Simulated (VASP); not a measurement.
# GaAs (F-43m) in VASP: single point with LDA

Aim: the single point of GaAs with LDA.

Everything below comes from runs of VASP 6.6.1. Logs are shortened: lines on timing, memory, paths and dates and some standing lists are left out, and cuts for length are marked.

**1. The cell of the first run**

The structure is cubic, space group F-43m (No. 216). Conventional cell: a = 5.656 Å, b = 5.656 Å, c = 5.656 Å, α = 90.00°, β = 90.00°, γ = 90.00°. Ga (site symmetry -43m) has 4 As at 2.45 Å within 3.2 Å. Within 3.2 Å of As (site symmetry -43m) lie 4 Ga at 2.45 Å.

**2. Single point, LDA**

INCAR reads:

```
SYSTEM = GaAs
PREC = Accurate
ENCUT = 510
EDIFF = 1E-6
ISMEAR = 0
SIGMA = 0.01
LREAL = .FALSE.
LASPH = .TRUE.
NELM = 120
ALGO = Normal
ISIF = 2
LWAVE = .FALSE.
LCHARG = .FALSE.
GGA = CA
NBANDS = 21
GGA_COMPAT = .FALSE.
```

KPOINTS reads:

```
regular mesh
0
G
  8 8 8
  0 0 0
```

POSCAR reads:

```
GaAs
1.0
    2.8277991107      2.8277991107      0.0000000000
   -2.8277991107      2.8277991107      0.0000000000
    0.0000000000      2.8277991107      2.8277991107
Ga As
1 1
Direct
    0.0000000000      0.0000000000      0.0000000000
    0.7500000000      0.2500000000      0.5000000000
```

Potentials or basis: VASP PAW LDA potentials, release 64 (Ga_d, As_d).

Command:

```sh
$ cat potpaw_LDA.64/Ga_d/POTCAR potpaw_LDA.64/As_d/POTCAR > POTCAR
$ mpirun -np 1 vasp_std > vasp.out
```

OUTCAR:

```text
SYSTEM = GaAs
   PREC = Accurate
   ENCUT = 510
   EDIFF = 1E-6
   ISMEAR = 0
   LREAL = .FALSE.
   LASPH = .TRUE.
   NELM = 120
   ISIF = 2
   GGA = CA

 ion  position               nearest neighbor table
   1  0.000  0.000  0.000-   2 2.45   2 2.45   2 2.45   2 2.45
   2  0.750  0.250  0.500-   1 2.45   1 2.45   1 2.45   1 2.45

  LATTYP: Found a face centered cubic cell.
 ALAT       =     5.6555982214

  Lattice vectors:

 A1 = (   0.0000000000,   2.8277991107,   2.8277991107)
 A2 = (   2.8277991107,   0.0000000000,   2.8277991107)
 A3 = (   2.8277991107,   2.8277991107,   0.0000000000)

Analysis of symmetry for initial positions (statically):
=====================================================================
 Subroutine PRICEL returns:
 Original cell was already a primitive cell.

 Routine SETGRP: Setting up the symmetry group for a
 face centered cubic supercell.

 Subroutine GETGRP returns: Found 24 space group operations
 (whereof 24 operations were pure point group operations)
 out of a pool of 48 trial point group operations.

The static configuration has the point symmetry T_d .

Analysis of symmetry for dynamics (positions and initial velocities):
=====================================================================
 Subroutine PRICEL returns:
 Original cell was already a primitive cell.

 Routine SETGRP: Setting up the symmetry group for a
 face centered cubic supercell.

 Subroutine GETGRP returns: Found 24 space group operations
 (whereof 24 operations were pure point group operations)
 out of a pool of 48 trial point group operations.

The dynamic configuration has the point symmetry T_d .

 Subroutine INISYM returns: Found 24 space group operations
 (whereof 24 operations are pure point group operations),
 and found     1 'primitive' translations

----------------------------------------------------------------------------------------

                                     Primitive cell

  volume of cell :      45.2247

  direct lattice vectors                    reciprocal lattice vectors
     2.827799111  2.827799111  0.000000000     0.176815955  0.176815955 -0.176815955
    -2.827799111  2.827799111  0.000000000    -0.176815955  0.176815955 -0.176815955
     0.000000000  2.827799111  2.827799111     0.000000000  0.000000000  0.353631910

  length of vectors
     3.999111854  3.999111854  3.999111854     0.306254217  0.306254217  0.353631910

  position of ions in fractional coordinates (direct lattice)
     0.000000000  0.000000000  0.000000000
     0.750000000  0.250000000  0.500000000

  ion indices of the primitive-cell ions
   primitive index   ion index
                 1           1
                 2           2

----------------------------------------------------------------------------------------

 KPOINTS: regular mesh

Automatic generation of k-mesh.
 Grid dimensions read from file:
 generate k-points for:    8    8    8

 Generating k-lattice:

  Cartesian coordinates                     Fractional coordinates (reciprocal lattice)
     0.022101994  0.022101994 -0.022101994     0.125000000  0.000000000  0.000000000
    -0.022101994  0.022101994 -0.022101994     0.000000000  0.125000000  0.000000000
     0.000000000  0.000000000  0.044203989     0.000000000  0.000000000  0.125000000

  Length of vectors
     0.038281777  0.038281777  0.044203989

  Shift w.r.t. Gamma in fractional coordinates (k-lattice)
     0.000000000  0.000000000  0.000000000

 Subroutine IBZKPT returns following result:
 ===========================================

 Found     29 irreducible k-points:

 Following reciprocal coordinates:
            Coordinates               Weight
  0.000000  0.000000  0.000000      1.000000
  0.125000  0.000000  0.000000      8.000000
  0.250000  0.000000  0.000000      8.000000
  0.375000  0.000000  0.000000      8.000000
  0.500000  0.000000  0.000000      4.000000
  0.125000  0.125000  0.000000     12.000000
[... 16 lines left out ...]
  0.375000  0.250000  0.125000     48.000000
  0.500000  0.250000  0.125000     24.000000
 [... further k-points ...]
   k-points           NKPTS =     29   k-points in BZ     NKDIM =     29   number of bands    NBANDS=     21
   number of dos      NEDOS =    301   number of ions     NIONS =      2
   total plane-waves  NPLWV =  27000
   dimension x,y,z NGX =    30 NGY =   30 NGZ =   30
   dimension x,y,z NGXF=    60 NGYF=   60 NGZF=   60
   ions per type =               1   1
   NGX,Y,Z   is equivalent  to a cutoff of  12.47, 12.47, 12.47 a.u.
   NGXF,Y,Z  is equivalent  to a cutoff of  24.94, 24.94, 24.94 a.u.
 SYSTEM =  GaAs
   PREC   = accura    normal or accurate (medium, high low for compatibility)
   ISTART =      0    job   : 0-new  1-cont  2-samecut
   ICHARG =      2    charge: 1-file 2-atom 10-const
   ISPIN  =      1    spin polarized calculation?
   LNONCOLLINEAR =      F non collinear calculations
   LSORBIT =      F    spin-orbit coupling
   LASPH  =      T    aspherical Exc in radial PAW
   ENCUT  =  510.0 eV  37.48 Ry    6.12 a.u.   7.36  7.36  7.36*2*pi/ulx,y,z
   NELM   =    120;   NELMIN=  2; NELMDL= -5     # of ELM steps
   EDIFF  = 0.1E-05   stopping-criterion for ELM
   LREAL  =      F    real-space projection
   EDIFFG = 0.1E-04   stopping-criterion for IOM
   NSW    =      0    number of steps for IOM
   IBRION =     -1    ionic relax: 0-MD 1-quasi-New 2-CG
   NFREE  =      0    steps in history (QN), initial steepest desc. (CG)
   ISIF   =      2    stress and relaxation
   ISYM   =      2    0-nonsym 1-usesym 2-fastsym
   POTIM  = 0.5000    time-step for ionic-motion
   TEBEG  =    0.0;   TEEND  =   0.0 temperature during run
   PSTRESS=    0.0 pullay stress
   NELECT =      28.0000    total number of electrons
   NUPDOWN=      -1.0000    fix difference up-down
   EMIN   =  10.00;   EMAX   =-10.00  energy-range for DOS
   EFERMI =   0.00;   METHOD = LEGACY
   ISMEAR =     0;   SIGMA  =   0.01  broadening in eV -4-tet -1-fermi 0-gaus
   EFERMI_NEDOS =   21; number of points for ismear=-14 and -15
   IALGO  =     38    algorithm
   IMIX   =      4    mixing-type and parameters
     AMIX     =   0.40;   BMIX     =  1.00
     AMIX_MAG =   1.60;   BMIX_MAG =  1.00
  volume/ion in A,a.u.               =      22.61       152.60
  Fermi-wavevector in a.u.,A,eV,Ry     =   1.395304  2.636743 26.488833  1.946874
  Thomas-Fermi vector in A             =   2.518769
   LORBIT       =      0    0 simple, 1 ext, 2 COOP (PROOUT), +10 PAW based schemes
   GGA     = CA    functional components
   LHFCALC =     F    Hartree Fock is set to
   AEXX    =    0.0000 exact exchange contribution
   IVDW    =     0    specifies the selected vdW correction
   LEPSILON=     F    determine dielectric tensor
   LRPA    =     F    only Hartree local field effects (RPA)
 non-spin polarized calculation
 Gauss-broadening in eV      SIGMA  =   0.01
  energy-cutoff  :      510.00
  volume of cell :       45.22
 maximum number of plane-waves:      1243
 NGX is ok and might be reduce to    30
   NGX = 15   NGY = 15   NGZ = 15

 number of electron      28.0000010 magnetization

 Free energy of the ion-electron system (eV)
  ---------------------------------------------------
  ext. energy  EPLUGINS =         0.00000000
  ---------------------------------------------------
  free energy    TOTEN  =        -9.63404793 eV

  energy without entropy =       -9.63404793  energy(sigma->0) =       -9.63404793

 E-fermi :   3.1041     XC(G=0): -10.3006

 val. band max:        2.9778770249   @ k =   0.0000   0.0000   0.0000
 cond. band min:       3.2947206953   @ k =   0.0000   0.0000   0.0000
 fundamental gap:      0.3168436704
 Fermi energy:         3.1040741918

 k-point     1 :       0.0000    0.0000    0.0000
  band No.  band energies     occupation
      1     -32.3094      2.00000
      2     -32.3094      2.00000
      3     -32.3094      2.00000
      4     -32.2988      2.00000
      5     -32.2988      2.00000
      6     -11.9448      2.00000
[... 13 lines left out ...]
     20      13.2135      0.00000
     21      13.2135      0.00000

 k-point     2 :       0.1250    0.0000    0.0000
  band No.  band energies     occupation
      1     -32.3093      2.00000
      2     -32.3092      2.00000
      3     -32.3092      2.00000
      4     -32.2988      2.00000
      5     -32.2988      2.00000
      6     -11.9576      2.00000
[... 13 lines left out ...]
     20      12.2799      0.00000
     21      12.2799      0.00000

 k-point     3 :       0.2500    0.0000    0.0000
  band No.  band energies     occupation
      1     -32.3093      2.00000
      2     -32.3089      2.00000
      3     -32.3089      2.00000
      4     -32.2987      2.00000
      5     -32.2987      2.00000
      6     -11.9860      2.00000
[... 13 lines left out ...]
     20      12.0211      0.00000
     21      12.0211      0.00000

 k-point     4 :       0.3750    0.0000    0.0000
  band No.  band energies     occupation
      1     -32.3092      2.00000
      2     -32.3086      2.00000
      3     -32.3086      2.00000
      4     -32.2986      2.00000
      5     -32.2986      2.00000
      6     -12.0116      2.00000
[... 13 lines left out ...]
     20      13.1824      0.00000
     21      13.1824      0.00000

 k-point     5 :       0.5000    0.0000    0.0000
  band No.  band energies     occupation
      1     -32.3092      2.00000
      2     -32.3085      2.00000
      3     -32.3085      2.00000
      4     -32.2986      2.00000
      5     -32.2986      2.00000
      6     -12.0216      2.00000
[... 13 lines left out ...]
     20      14.8401      0.00000
     21      14.8401      0.00000

 k-point     6 :       0.1250    0.1250    0.0000
  band No.  band energies     occupation
      1     -32.3093      2.00000
      2     -32.3091      2.00000
      3     -32.3089      2.00000
      4     -32.2988      2.00000
      5     -32.2986      2.00000
      6     -11.9760      2.00000
[... 13 lines left out ...]
     20      12.1176      0.00000
     21      12.5773      0.00000

 k-point     7 :       0.2500    0.1250    0.0000
  band No.  band energies     occupation
      1     -32.3092      2.00000
      2     -32.3088      2.00000
      3     -32.3087      2.00000
      4     -32.2987      2.00000
      5     -32.2986      2.00000
      6     -12.0014      2.00000
[... 13 lines left out ...]
     20      12.5616      0.00000
     21      14.0253      0.00000
[... 291 lines left out ...]
      1     -32.3101      2.00000
      2     -32.3078      2.00000
      3     -32.3078      2.00000
      4     -32.2992      2.00000
      5     -32.2980      2.00000
      6     -12.0403      2.00000
[... 13 lines left out ...]
     20      15.4732      0.00000
     21      16.3525      0.00000

 k-point    21 :       0.5000    0.5000    0.0000
  band No.  band energies     occupation
      1     -32.3103      2.00000
      2     -32.3075      2.00000
      3     -32.3075      2.00000
      4     -32.2993      2.00000
      5     -32.2978      2.00000
      6     -12.0531      2.00000
[... 13 lines left out ...]
     20      16.1075      0.00000
     21      16.4266      0.00000

 k-point    22 :       0.2500    0.2500    0.1250
  band No.  band energies     occupation
      1     -32.3095      2.00000
      2     -32.3085      2.00000
      3     -32.3085      2.00000
      4     -32.2989      2.00000
      5     -32.2984      2.00000
      6     -12.0078      2.00000
[... 13 lines left out ...]
     20      13.8268      0.00000
     21      14.2734      0.00000

 k-point    23 :       0.3750    0.2500    0.1250
  band No.  band energies     occupation
      1     -32.3093      2.00000
      2     -32.3085      2.00000
      3     -32.3082      2.00000
      4     -32.2988      2.00000
      5     -32.2984      2.00000
      6     -12.0239      2.00000
[... 13 lines left out ...]
     20      13.7181      0.00000
     21      15.1461      0.00000

 k-point    24 :       0.5000    0.2500    0.1250
  band No.  band energies     occupation
      1     -32.3091      2.00000
      2     -32.3086      2.00000
      3     -32.3081      2.00000
      4     -32.2987      2.00000
      5     -32.2984      2.00000
      6     -12.0299      2.00000
[... 13 lines left out ...]
     20      14.5031      0.00000
     21      15.0237      0.00000

 [... further k-points ...]
[... 5 lines left out ...]
  --------------------------------------------------------------------------------------
  -------------------------------------------------------------------------------------
  Total       -0.5230054     -0.5230054     -0.5230054      0.0000000     -0.0000000      0.0000000
  in kB      -18.5285359    -18.5285359    -18.5285359      0.0000000     -0.0000000      0.0000000
  external PRESSURE =     -18.5285359 kB  Pullay stress =       0.0000000 kB

 VOLUME and BASIS-vectors are now :
 -----------------------------------------------------------------------------
  energy-cutoff  :      510.00
  volume of cell :       45.22
      direct lattice vectors                 reciprocal lattice vectors
     2.827799111  2.827799111  0.000000000     0.176815955  0.176815955 -0.176815955
    -2.827799111  2.827799111  0.000000000    -0.176815955  0.176815955 -0.176815955
     0.000000000  2.827799111  2.827799111     0.000000000  0.000000000  0.353631910

 POSITION                                       TOTAL-FORCE (eV/Angst)
 -----------------------------------------------------------------------------------
      0.00000      0.00000      0.00000         0.000000      0.000000      0.000000
      1.41390      4.24170      1.41390        -0.000000     -0.000000      0.000000
 -----------------------------------------------------------------------------------
    total drift:                                0.000002      0.000000      0.000000

  FREE ENERGIE OF THE ION-ELECTRON SYSTEM (eV)
  ---------------------------------------------------
  free  energy   TOTEN  =        -9.6340479332 eV

  energy  without entropy=       -9.6340479332  energy(sigma->0) =       -9.63404793
```

Wall time 34 s (1 thread of AMD EPYC 7R43 (Zen 3), shared host); peak memory 0.12 GiB.

Results:

| Item | Value |
| --- | --- |
| Free energy | -9.6340 eV |
| Pressure | -1.9 GPa |
| Band gap on the k mesh | 0.32 eV |

Caveat: semilocal functionals underestimate gaps, and a narrow one can read as zero.
